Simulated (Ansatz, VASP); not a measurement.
**Two plane-wave programs on SnO2**

```
Sn O
1.0
     4.48865    0.00000    0.00000
     0.00000    4.48913    0.00000
     0.00000    0.00000    3.03244
Sn O
2 4
Direct
  0.50000 0.50000 0.50000
  0.00000 0.00000 0.00000
  0.30599 0.28886 0.00000
  0.80599 0.21114 0.50000
  0.19401 0.78886 0.50000
  0.69401 0.71114 0.00000
```

Alike in both runs: task single point; functional LDA; k mesh 6 × 6 × 8; occupations gaussian, width 0.05 eV; no spin polarisation.

```csv
,VASP,Ansatz
version,VASP 6.6.1,Ansatz 0.2.0
potentials or method,"VASP PAW LDA potentials, release 64 (Sn_d, O), cutoff 520 eV","scalar-relativistic, plane waves, PAW"
valence electrons in the cell,52,52
```

VASP gave:

```
gap on the k mesh at the Fermi level (eV) : 3.01
least direct gap on the mesh (eV)         : 3.01
rms of the force components (eV/Å)        : 0.692
```

Question: Estimate Ansatz's values.

Answer: gap on the k mesh at the Fermi level (eV): 2.98; least direct gap on the mesh (eV): 2.98; rms of the force components (eV/Å): 0.691.

Ansatz warns that its potentials were made for another functional, while VASP's fit it. LDA's correlation is that of Perdew and Zunger in VASP and of Perdew and Wang (1992) in Ansatz. Atom by atom the forces differ by 0.004 eV/Å (rms over components).
